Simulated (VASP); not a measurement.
# Ti4C in VASP: a series of runs

Ti4C is run at these levels: PBEsol; tasks: single point, relaxation of the atoms.

All numbers are computed with VASP 6.6.1; they aren't measurements. Logs are shortened: lines on timing, memory, paths and dates and some standing lists are left out, and cuts for length are marked.

## (1) The cell of the first run

The cell holds a slab with vacuum, 5 atoms: a = 2.868 Å, b = 4.055 Å, c = 19.605 Å, α = 90.00°, β = 90.00°, γ = 90.00°.

## (2) Single point, PBEsol

File INCAR:

```
ALGO = Normal ; DIPOL = 0.5 0.5 0.343
EDIFF = 1E-7 ; ENCUT = 520
GGA = PS ; IDIPOL = 3
ISIF = 2 ; ISMEAR = 0
LASPH = T ; LCHARG = F
LDIPOL = T ; LREAL = F
LWAVE = F ; NBANDS = 34
NELM = 100 ; PREC = Accurate
SIGMA = 0.1
```

File KPOINTS:

```
k-points
0
Gamma
  9 7 1
```

File POSCAR:

```
Ti4C
1.0
    2.8676282151      0.0000000000      0.0000000000
    0.0000000000      4.0554387137      0.0000000000
    0.0000000000      0.0000000000     19.6054200203
Ti C
4 1
Direct
    0.5000000000      0.5000000000      0.2040252132
    0.0000000000      0.0000000000      0.2771587704
    0.5000000000      0.5000000000      0.3434213386
    0.0000000000      0.0000000000      0.4134275120
    0.0000000000      0.3000000000      0.4786943987
```

Potentials or basis: VASP PAW PBE potentials, release 64 (Ti_sv, C).

On the command line:

```bash
$ cat potpaw_PBE.64/Ti_sv/POTCAR potpaw_PBE.64/C/POTCAR > POTCAR
$ mpirun -np 1 vasp_std > vasp.out
```

OUTCAR:

```text
EDIFF = 1E-7
   ENCUT = 520
   GGA = PS
   ISIF = 2
   ISMEAR = 0
   LASPH = T
   LREAL = F
   NELM = 100
   PREC = Accurate

 ion  position               nearest neighbor table
   1  0.500  0.500  0.204-   3 2.73   2 2.87   2 2.87   2 2.87   2 2.87
   2  0.000  0.000  0.277-   4 2.67   3 2.80   3 2.80   3 2.80   3 2.80   1 2.87   1 2.87   1 2.87
                             1 2.87
   3  0.500  0.500  0.343-   1 2.73   2 2.80   2 2.80   2 2.80   2 2.80   4 2.84   4 2.84   4 2.84
                             4 2.84
   4  0.000  0.000  0.413-   5 1.77   2 2.67   3 2.84   3 2.84   3 2.84   3 2.84
   5  0.000  0.300  0.479-   4 1.77

  LATTYP: Found a simple orthorhombic cell.
 ALAT       =     2.8676282151
 B/A-ratio  =     1.4142135624
 C/A-ratio  =     6.8368067789

  Lattice vectors:

 A1 = (   2.8676282151,   0.0000000000,   0.0000000000)
 A2 = (   0.0000000000,   4.0554387137,   0.0000000000)
 A3 = (   0.0000000000,   0.0000000000,  19.6054200203)

Analysis of symmetry for initial positions (statically):
=====================================================================
 Subroutine PRICEL returns:
 Original cell was already a primitive cell.

 Routine SETGRP: Setting up the symmetry group for a
 simple orthorhombic supercell.

 Subroutine GETGRP returns: Found  2 space group operations
 (whereof  2 operations were pure point group operations)
 out of a pool of  8 trial point group operations.

The static configuration has the point symmetry C_1h.

Analysis of symmetry for dynamics (positions and initial velocities):
=====================================================================
 Subroutine PRICEL returns:
 Original cell was already a primitive cell.

 Routine SETGRP: Setting up the symmetry group for a
 simple orthorhombic supercell.

 Subroutine GETGRP returns: Found  2 space group operations
 (whereof  2 operations were pure point group operations)
 out of a pool of  8 trial point group operations.

The dynamic configuration has the point symmetry C_1h.

 Subroutine INISYM returns: Found  2 space group operations
 (whereof  2 operations are pure point group operations),
 and found     1 'primitive' translations

----------------------------------------------------------------------------------------

                                     Primitive cell

  volume of cell :     228.0010

  direct lattice vectors                    reciprocal lattice vectors
     2.867628215  0.000000000  0.000000000     0.348720240  0.000000000  0.000000000
     0.000000000  4.055438714  0.000000000     0.000000000  0.246582447  0.000000000
     0.000000000  0.000000000 19.605420020     0.000000000  0.000000000  0.051006303

  length of vectors
     2.867628215  4.055438714 19.605420020     0.348720240  0.246582447  0.051006303

  position of ions in fractional coordinates (direct lattice)
     0.500000000  0.500000000  0.204025213
     0.000000000  0.000000000  0.277158770
     0.500000000  0.500000000  0.343421339
     0.000000000  0.000000000  0.413427512
     0.000000000  0.300000000  0.478694399

  ion indices of the primitive-cell ions
   primitive index   ion index
                 1           1
                 2           2
                 3           3
                 4           4
                 5           5

----------------------------------------------------------------------------------------

 KPOINTS: k-points

Automatic generation of k-mesh.
 Grid dimensions read from file:
 generate k-points for:    9    7    1

 Generating k-lattice:

  Cartesian coordinates                     Fractional coordinates (reciprocal lattice)
     0.038746693  0.000000000  0.000000000     0.111111111  0.000000000  0.000000000
     0.000000000  0.035226064  0.000000000     0.000000000  0.142857143  0.000000000
     0.000000000  0.000000000  0.051006303     0.000000000  0.000000000  1.000000000

  Length of vectors
     0.038746693  0.035226064  0.051006303

  Shift w.r.t. Gamma in fractional coordinates (k-lattice)
     0.000000000  0.000000000  0.000000000

 Subroutine IBZKPT returns following result:
 ===========================================

 Found     20 irreducible k-points:

 Following reciprocal coordinates:
            Coordinates               Weight
  0.000000  0.000000  0.000000      1.000000
  0.111111  0.000000  0.000000      2.000000
  0.222222  0.000000  0.000000      2.000000
  0.333333  0.000000  0.000000      2.000000
  0.444444  0.000000  0.000000      2.000000
  0.000000  0.142857  0.000000      2.000000
[... 12 lines left out ...]
  0.333333  0.428571  0.000000      4.000000
  0.444444  0.428571  0.000000      4.000000
   k-points           NKPTS =     20   k-points in BZ     NKDIM =     20   number of bands    NBANDS=     34
   number of dos      NEDOS =    301   number of ions     NIONS =      5
   total plane-waves  NPLWV = 108000
   dimension x,y,z NGX =    24 NGY =   30 NGZ =  150
   dimension x,y,z NGXF=    48 NGYF=   60 NGZF=  300
   ions per type =               4   1
   NGX,Y,Z   is equivalent  to a cutoff of  13.91, 12.30, 12.72 a.u.
   NGXF,Y,Z  is equivalent  to a cutoff of  27.83, 24.60, 25.44 a.u.
 SYSTEM =  unknown system
   PREC   = accura    normal or accurate (medium, high low for compatibility)
   ISTART =      0    job   : 0-new  1-cont  2-samecut
   ICHARG =      2    charge: 1-file 2-atom 10-const
   ISPIN  =      1    spin polarized calculation?
   LNONCOLLINEAR =      F non collinear calculations
   LSORBIT =      F    spin-orbit coupling
   LASPH  =      T    aspherical Exc in radial PAW
   ENCUT  =  520.0 eV  38.22 Ry    6.18 a.u.   5.33  7.54 36.45*2*pi/ulx,y,z
   NELM   =    100;   NELMIN=  2; NELMDL= -5     # of ELM steps
   EDIFF  = 0.1E-06   stopping-criterion for ELM
   LREAL  =      F    real-space projection
   EDIFFG = 0.1E-05   stopping-criterion for IOM
   NSW    =      0    number of steps for IOM
   IBRION =     -1    ionic relax: 0-MD 1-quasi-New 2-CG
   NFREE  =      0    steps in history (QN), initial steepest desc. (CG)
   ISIF   =      2    stress and relaxation
   ISYM   =      2    0-nonsym 1-usesym 2-fastsym
   POTIM  = 0.5000    time-step for ionic-motion
   TEBEG  =    0.0;   TEEND  =   0.0 temperature during run
   PSTRESS=    0.0 pullay stress
   NELECT =      52.0000    total number of electrons
   NUPDOWN=      -1.0000    fix difference up-down
   EMIN   =  10.00;   EMAX   =-10.00  energy-range for DOS
   EFERMI =   0.00;   METHOD = LEGACY
   ISMEAR =     0;   SIGMA  =   0.10  broadening in eV -4-tet -1-fermi 0-gaus
   EFERMI_NEDOS =   21; number of points for ismear=-14 and -15
   IALGO  =     38    algorithm
   IMIX   =      4    mixing-type and parameters
     AMIX     =   0.40;   BMIX     =  1.00
     AMIX_MAG =   1.60;   BMIX_MAG =  1.00
  volume/ion in A,a.u.               =      45.60       307.73
  Fermi-wavevector in a.u.,A,eV,Ry     =   1.000223  1.890148 13.611905  1.000447
  Thomas-Fermi vector in A             =   2.132566
   LORBIT       =      0    0 simple, 1 ext, 2 COOP (PROOUT), +10 PAW based schemes
   GGA     = PS    functional components
   LHFCALC =     F    Hartree Fock is set to
   AEXX    =    0.0000 exact exchange contribution
   IVDW    =     0    specifies the selected vdW correction
   LEPSILON=     F    determine dielectric tensor
   LRPA    =     F    only Hartree local field effects (RPA)
 non-spin polarized calculation
 Gauss-broadening in eV      SIGMA  =   0.10
  energy-cutoff  :      520.00
  volume of cell :      228.00
 maximum number of plane-waves:      6177
 NGX is ok and might be reduce to    24
   NGX = 11   NGY = 15   NGZ = 73

 number of electron      52.0000015 magnetization

 dipolmoment           0.000000      0.000000      0.205847 electrons x Angstroem

 Free energy of the ion-electron system (eV)
  ---------------------------------------------------
  ext. energy  EPLUGINS =         0.00000000
  ---------------------------------------------------
  free energy    TOTEN  =       -36.06131676 eV

  energy without entropy =      -36.03285249  energy(sigma->0) =      -36.04708462

 E-fermi :  -0.5436     XC(G=0):  -4.9036

 val. band max:       -0.5703304497   @ k =   0.2222   0.1429   0.0000
 cond. band min:      -0.5294165636   @ k =   0.1111   0.0000   0.0000
 fundamental gap:      0.0409138861
 Fermi energy:        -0.5436192569

 k-point     1 :       0.0000    0.0000    0.0000
  band No.  band energies     occupation
      1     -57.3070      2.00000
      2     -57.0634      2.00000
      3     -56.8922      2.00000
      4     -56.5462      2.00000
      5     -33.8579      2.00000
      6     -33.7693      2.00000
[... 26 lines left out ...]
     33       1.1229      0.00000
     34       1.4034      0.00000

 k-point     2 :       0.1111    0.0000    0.0000
  band No.  band energies     occupation
      1     -57.3006      2.00000
      2     -57.0549      2.00000
      3     -56.8897      2.00000
      4     -56.5410      2.00000
      5     -33.8552      2.00000
      6     -33.7504      2.00000
[... 26 lines left out ...]
     33       1.0750      0.00000
     34       1.4759      0.00000

 k-point     3 :       0.2222    0.0000    0.0000
  band No.  band energies     occupation
      1     -57.2842      2.00000
      2     -57.0324      2.00000
      3     -56.8841      2.00000
      4     -56.5278      2.00000
      5     -33.8510      2.00000
      6     -33.7016      2.00000
[... 26 lines left out ...]
     33       1.1385      0.00000
     34       1.3901      0.00000
[... 556 lines left out ...]
 k-point    19 :       0.3333    0.4286    0.0000
  band No.  band energies     occupation
      1     -57.2634      2.00000
      2     -56.9952      2.00000
      3     -56.8889      2.00000
      4     -56.5136      2.00000
      5     -33.8432      2.00000
      6     -33.7228      2.00000
[... 26 lines left out ...]
     33       0.8421      0.00000
     34       1.2677      0.00000

 k-point    20 :       0.4444    0.4286    0.0000
  band No.  band energies     occupation
      1     -57.2527      2.00000
      2     -56.9838      2.00000
      3     -56.8786      2.00000
      4     -56.5026      2.00000
      5     -33.8185      2.00000
      6     -33.7821      2.00000
[... 26 lines left out ...]
     33       1.0810      0.00000
     34       1.3028      0.00000

------------------------ aborting loop because EDIFF is reached ----------------------------------------

 vacuum level on the upper side and lower side of the slab       (xc-potential included)         1.483        -1.693

  FORCE on cell =-STRESS in cart. coord.  units (eV):
  Direction    XX          YY          ZZ          XY          YZ          ZX
  --------------------------------------------------------------------------------------
  -------------------------------------------------------------------------------------
  Total       -0.4067755     -1.9992640     -0.7526647      0.0000000      4.1722409      0.0000000
  in kB       -2.8584365    -14.0489509     -5.2890210      0.0000000     29.3185927      0.0000000
  external PRESSURE =      -7.3988028 kB  Pullay stress =       0.0000000 kB

 VOLUME and BASIS-vectors are now :
 -----------------------------------------------------------------------------
  energy-cutoff  :      520.00
  volume of cell :      228.00
      direct lattice vectors                 reciprocal lattice vectors
     2.867628215  0.000000000  0.000000000     0.348720240  0.000000000  0.000000000
     0.000000000  4.055438714  0.000000000     0.000000000  0.246582447  0.000000000
     0.000000000  0.000000000 19.605420020     0.000000000  0.000000000  0.051006303

 POSITION                                       TOTAL-FORCE (eV/Angst)
 -----------------------------------------------------------------------------------
      1.43381      2.02772      4.00000         0.000000     -0.123468      0.552982
      0.00000      0.00000      5.43381         0.000000      0.187110     -0.787851
      1.43381      2.02772      6.73292         0.000000     -0.579102      0.487378
      0.00000      0.00000      8.10542         0.000000     -2.118833     -0.325981
      0.00000      1.21663      9.38500         0.000000      2.634293      0.073473
 -----------------------------------------------------------------------------------
    total drift:                                0.000000     -0.000036      0.000219

  FREE ENERGIE OF THE ION-ELECTRON SYSTEM (eV)
  ---------------------------------------------------
  free  energy   TOTEN  =       -36.0613167616 eV

  energy  without entropy=      -36.0328524854  energy(sigma->0) =      -36.04708462

 vacuum level on the upper side and lower side of the slab         5.871         2.620
```

Wall time 3.4 min (1 thread of AMD EPYC 9R45 (Zen 5), shared host); peak memory 0.35 GiB.

What came out:

| Property | Result |
| --- | --- |
| Free energy | -36.0613 eV |
| Largest force | 2.635 eV/Å |
| Band gap on the k mesh | zero (bands 26 and 27 overlap by 0.48 eV) |

Forces on the atoms (eV/Å):
```
Ti   0.000 -0.123  0.553
Ti   0.000  0.187 -0.788
Ti   0.000 -0.579  0.487
Ti   0.000 -2.119 -0.326
C    0.000  2.634  0.073
```

Caveat: the PAW data sets were made with another functional, which shifts forces and pressure a little.

## (3) Single point, PBEsol

File INCAR:

```
PREC     = Accurate       # precision mode
ENCUT    = 520            # plane-wave cutoff, eV
EDIFF    = 1E-7           # SCF threshold, eV
ISMEAR   = 0              # smearing method
SIGMA    = 0.1            # smearing width, eV
LREAL    = False          # projectors in reciprocal space
LASPH    = True           # aspherical terms in the spheres
NELM     = 60             # most SCF steps
ALGO     = Normal         # electronic algorithm
ISIF     = 2              # what is computed and relaxed
LWAVE    = False          # write WAVECAR
LCHARG   = False          # write CHGCAR
LDIPOL   = True         
IDIPOL   = 3            
DIPOL    = 0.5 0.5 0.338
GGA      = PS             # functional
NBANDS   = 34             # bands
```

File KPOINTS:

```
regular mesh
0
Gamma
  9 7 1
```

Edit POSCAR of step 2 so:

```diff
@@ -12,2 +12,2 @@
     0.0000000000      0.0000000000      0.4134275120
-    0.0000000000      0.3000000000      0.4786943987
+    0.5000000000      0.2000000000      0.4512245467
```

Potentials or basis: VASP PAW PBE potentials, release 64 (Ti_sv, C).

On the command line:

```bash
$ cat potpaw_PBE.64/Ti_sv/POTCAR potpaw_PBE.64/C/POTCAR > POTCAR
$ mpirun -np 1 vasp_std > vasp.out
```

It took 3.4 min on 1 thread of AMD EPYC 9R45 (Zen 5), shared host; peak memory 0.35 GiB.

It converged, with:

- Free energy: -37.9103 eV
- Largest force: 3.016 eV/Å
- Band gap on the k mesh: zero (bands 26 and 27 overlap by 0.04 eV)

Forces on the atoms (eV/Å):
```
Ti   0.000 -0.058  0.189
Ti   0.000  0.156 -1.053
Ti   0.000 -0.730  0.105
Ti   0.000 -2.385  0.714
C    0.000  3.016  0.045
```

Levels at points of the mesh, in eV from the Fermi level:
```tsv
k point	band 22	band 23	band 24	band 25	band 26	band 27	band 28	band 29	band 30	band 31
(0.00, 0.00, 0.00)	-1.67	-1.34	-1.27	-0.16	-0.06	0.26	0.35	0.89	1.21	1.26
```

Caveat: the PAW data sets were made with another functional, which shifts forces and pressure a little.

## (4) Relaxation of the atoms, PBEsol

File INCAR:

```
SYSTEM = Ti4C
ALGO = Fast ; DIPOL = 0.5 0.5 0.347
EDIFF = 1E-6 ; EDIFFG = -0.025
ENCUT = 520 ; GGA = PS
IBRION = 2 ; IDIPOL = 3
ISIF = 2 ; ISMEAR = 0
LASPH = .TRUE. ; LCHARG = .FALSE.
LDIPOL = .TRUE. ; LREAL = .FALSE.
LWAVE = .FALSE. ; NELM = 100
NSW = 36 ; PREC = Accurate
SIGMA = 0.1
```

File KPOINTS:

```
k-points
0
G
  9 7 1
  0 0 0
```

File POSCAR:

```
Ti4C
1.0
    2.8676282151      0.0000000000      0.0000000000
    0.0000000000      4.0554387137      0.0000000000
    0.0000000000      0.0000000000     19.6054200203
Ti C
4 1
Selective dynamics
Direct
    0.5000000000      0.5000000000      0.2040252132  F F F
    0.0000000000      0.0000000000      0.2771587704  F F F
    0.5000000000      0.5000000000      0.3434213386  F F F
    0.0000000000      0.0000000000      0.4134275120  F F F
    0.3333333333      0.0000000000      0.4990101321  F F T
```

On the command line:

```bash
$ cat potpaw_PBE.64/Ti_sv/POTCAR potpaw_PBE.64/C/POTCAR > POTCAR
$ mpirun -np 1 vasp_std > vasp.out
```

Run time: 37 min. Hardware: 1 thread of Oxide Virtual Turin-like, shared host; peak memory 0.36 GiB.

It converged, with:

```
Free energy               : -36.2458 eV
Energy gained by relaxing : 53.1 meV/atom
Ionic steps               : 3
Band gap on the k mesh    : zero (bands 26 and 27 overlap by 0.31 eV)
```

Step by step:
| step | energy change (eV) | largest force on free atoms (eV/Å) | pressure (GPa) |
| --- | --- | --- | --- |
| 1 | 0.0000 | 2.1540 | -1.91 |
| 2 | -0.1865 | 1.3545 | -1.20 |
| 3 | -0.2655 | 0.0009 | -0.31 |

Final structure:
```xyz
5
Lattice="2.8676 0.0000 0.0000 0.0000 4.0554 0.0000 0.0000 0.0000 19.6054" Properties=species:S:1:pos:R:3 pbc="T T T"
Ti    1.4338    2.0277    4.0000
Ti    0.0000    0.0000    5.4338
Ti    1.4338    2.0277    6.7329
Ti    0.0000    0.0000    8.1054
C     0.9559    0.0000    9.5709
```

Levels at points of the mesh, in eV from the Fermi level:
```
           k point  band 23  band 24  band 25  band 26  band 27  band 28  band 29  band 30
(0.00, 0.00, 0.00)    -0.78    -0.77    -0.12    -0.12     0.33     0.46     0.51     1.03
```

Caveat: the PAW data sets were made with another functional, which shifts forces and pressure a little.

## (5) Relaxation of the atoms, PBEsol

File INCAR:

```
SYSTEM = Ti4C
PREC     = Accurate       ! precision mode
ENCUT    = 520            ! plane-wave cutoff, eV
EDIFF    = 1E-7           ! SCF threshold, eV
ISMEAR   = 0              ! smearing method
SIGMA    = 0.1            ! smearing width, eV
LREAL    = .False.        ! projectors in reciprocal space
LASPH    = .True.         ! aspherical terms in the spheres
NELM     = 80             ! most SCF steps
ALGO     = Fast           ! electronic algorithm
ISIF     = 2              ! what is computed and relaxed
LWAVE    = .False.        ! write WAVECAR
LCHARG   = .False.        ! write CHGCAR
LDIPOL   = .True.       
IDIPOL   = 3            
DIPOL    = 0.5 0.5 0.335
GGA      = PS             ! functional
IBRION   = 2              ! ionic algorithm
NSW      = 36             ! ionic steps
EDIFFG   = -0.025         ! ionic threshold
```

File KPOINTS:

```
regular mesh
0
Gamma
  9 7 1
  0 0 0
```

Edit POSCAR of step 4 so:

```diff
@@ -13,2 +13,2 @@
     0.0000000000      0.0000000000      0.4134275120  F F F
-    0.3333333333      0.0000000000      0.4990101321  F F T
+    0.3333333333      0.5000000000      0.4358702854  F F T
```

On the command line:

```bash
$ cat potpaw_PBE.64/Ti_sv/POTCAR potpaw_PBE.64/C/POTCAR > POTCAR
$ mpirun -np 1 vasp_std > vasp.out
```

Wall time 35 min (1 thread of Oxide Virtual Turin-like, shared host); peak memory 0.37 GiB.

Results (log left out):

```
Free energy               : -39.0973 eV
Energy gained by relaxing : 0.6 meV/atom
Ionic steps               : 3
Band gap on the k mesh    : zero (bands 26 and 27 overlap by 0.27 eV)
```

The path:
```csv
step,energy change (eV),largest force on free atoms (eV/Å),pressure (GPa)
1,0.0000,0.3348,-1.34
2,-0.0032,0.0543,-1.48
3,-0.0032,0.0020,-1.51
```

Final structure:
```
Ti C
1.0
     2.86763    0.00000    0.00000
     0.00000    4.05544    0.00000
     0.00000    0.00000   19.60542
Ti C
4 1
Direct
  0.50000 0.50000 0.20403
  0.00000 0.00000 0.27716
  0.50000 0.50000 0.34342
  0.00000 0.00000 0.41343
  0.33333 0.50000 0.43685
```

Levels at points of the mesh, in eV from the Fermi level:
```csv
k point,band 23,band 24,band 25,band 26,band 27,band 28,band 29,band 30
"(0.00, 0.00, 0.00)",-1.24,-0.99,-0.22,0.19,0.43,0.43,0.82,0.88
```

Caveat: the PAW data sets were made with another functional, which shifts forces and pressure a little.

## (6) The runs side by side

```csv
task,cell,atoms held fixed (from 0),gap on the mesh (eV),largest force (eV/Å)
single point,"as given, atomic positions A",-,none,2.64
single point,"as given, atomic positions B",-,none,3.02
relaxation of the atoms,"atoms relaxed, atomic positions C","[0, 1, 2, 3, 4]",none,-
relaxation of the atoms,"atoms relaxed, atomic positions D","[0, 1, 2, 3, 4]",none,-
```

Alike in all rows: level PBEsol; potentials or basis VASP PAW PBE potentials, release 64 (Ti_sv, C); no spin polarisation; k mesh 9 × 7 × 1; cutoff (eV) 520; smearing gaussian 0.1 eV.

Caveats: the PAW data sets were made with another functional, which shifts forces and pressure a little.

Total energies depend on the potentials used, so only differences within one code and one set of settings carry meaning.
